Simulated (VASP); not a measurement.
Set up this calculation in VASP 6.6.1, as the native input.

```
Task                   : single point
Functional             : r2SCAN
Potentials or basis    : VASP PAW PBE potentials, release 64 (B, N)
Cutoff                 : 520 eV
k mesh                 : 10 × 10 × 10
Occupations            : fermi-dirac, width 0.05 eV
Spin                   : no spin polarisation
Dipole correction      : no
Further INCAR settings : ALGO = Normal; EDIFF = 1e-06; NBANDS = 11
```

The system is BN.

```
B N
1.0
     0.08492    3.52781    2.21852
     1.28412    0.05127    2.18486
     1.30406    3.51409    0.07120
B N
1 1
Cartesian
  1.3041 3.5141 0.0714
  1.3474 3.5574 2.9593
```

The input as run:

POSCAR

```
BN
1.0
    0.0849211500      3.5278113500      2.2185198000
    1.2841213500      0.0512658000      2.1848644500
    1.3040598000      3.5140944500      0.0712042500
B N
1 1
Direct
    0.0000500000      0.0000500000      0.9999500000
    0.6666666667      0.6666666667      0.3333333333
```

INCAR.step1

```
PREC = Accurate ; ENCUT = 520
ISMEAR = -1 ; SIGMA = 0.05
LREAL = F ; LASPH = T
NELM = 100 ; NBANDS = 11
GGA = PE ; ALGO = Normal
EDIFF = 1E-4 ; LWAVE = T
LCHARG = F
```

INCAR.step2

```
PREC = Accurate ; ENCUT = 520
EDIFF = 1E-6 ; ISMEAR = -1
SIGMA = 0.05 ; LREAL = F
LASPH = T ; NELM = 100
ALGO = Normal ; ISIF = 2
LWAVE = F ; LCHARG = F
METAGGA = R2SCAN ; LMIXTAU = T
NBANDS = 11 ; ISTART = 1
```

KPOINTS

```
Automatic mesh
0
Gamma
  10 10 10
```

Potentials or basis: VASP PAW PBE potentials, release 64 (B, N).

The run is started by

```bash
$ cat potpaw_PBE.64/B/POTCAR potpaw_PBE.64/N/POTCAR > POTCAR
$ cp INCAR.step1 INCAR
$ mpirun -np 1 vasp_std > vasp.out
$ cp INCAR.step2 INCAR
$ mpirun -np 1 vasp_std > vasp.out
```

Results of the run:

```yaml
Pressure: 0.1 GPa
Largest_force: 0.359 eV/Å
Band_gap_on_the_k_mesh: 4.35 eV, indirect (least direct gap 5.46 eV)
```

Caveat: the PAW data sets were made with another functional, which shifts forces and pressure a little.

It took 2.7 min on 1 thread of Intel(R) Xeon(R) 6975P-C (Granite Rapids), on a shared host, peak memory 0.22 GiB.
